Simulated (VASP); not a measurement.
**Cr: single point with PBE**

The system is Cr.

```
CELL_PARAMETERS angstrom
2.48574 0.00000 0.00000
-1.24287 2.15271 0.00000
0.00000 0.00000 4.45398
ATOMIC_POSITIONS crystal
Cr 0.33333 0.66667 0.25000
Cr 0.66667 0.33333 0.75000
```

This isn't the form of Cr at room conditions, which is bcc.

```
Program                : VASP 6.6.1
Task                   : single point
Functional             : PBE
Potentials or basis    : VASP PAW PBE potentials, release 64 (Cr_pv)
Cutoff                 : 520 eV
k mesh                 : 24 × 24 × 12
Occupations            : fermi-dirac, width 0.05 eV
Spin                   : collinear spin, antiferromagnetic start
Starting moments       : [1.5, -1.5] μB
Dipole correction      : no
Further INCAR settings : ALGO = Normal; EDIFF = 1e-06; NBANDS = 23
```

```
Pressure                                              : -0.4 GPa
Band gap on the k mesh                                : zero (filled and empty bands overlap)
Net moment                                            : 0.00 μB per cell
Valence electrons inside the program's atomic spheres : Cr 11.02
```

Stress tensor (GPa, compression positive):
```
-0.48  0.00  0.00
 0.00 -0.48  0.00
 0.00  0.00 -0.29
```

Levels at points of the mesh, in eV from the Fermi level:
Spin up:
```csv
k point,band 10,band 11,band 12,band 13,band 14,band 15
"(0.00, 0.00, 0.00)",-0.35,-0.35,-0.27,-0.02,-0.02,1.07
"(0.50, 0.00, 0.00)",-0.94,-0.59,-0.30,-0.14,2.28,2.81
"(0.00, 0.00, 0.50)",-1.61,-0.33,-0.33,-0.32,-0.32,1.78
"(0.50, 0.00, 0.50)",-2.46,0.94,0.94,1.28,1.28,2.88
```
Spin down:
```
           k point  band 10  band 11  band 12  band 13  band 14  band 15
(0.00, 0.00, 0.00)    -0.35    -0.35    -0.27    -0.02    -0.02     1.07
(0.50, 0.00, 0.00)    -0.94    -0.59    -0.30    -0.14     2.28     2.81
(0.00, 0.00, 0.50)    -1.61    -0.33    -0.33    -0.32    -0.32     1.78
(0.50, 0.00, 0.50)    -2.46     0.94     0.94     1.28     1.28     2.88
```

It took 4.4 min on 1 thread of Intel(R) Xeon(R) Platinum 8488C (Sapphire Rapids), on a shared host, peak memory 0.39 GiB.

Caveat: an empty level that is flat over the whole mesh can mark a ghost state of the potentials, or a narrow d or f band; the moments typed at the start vanished in this run.
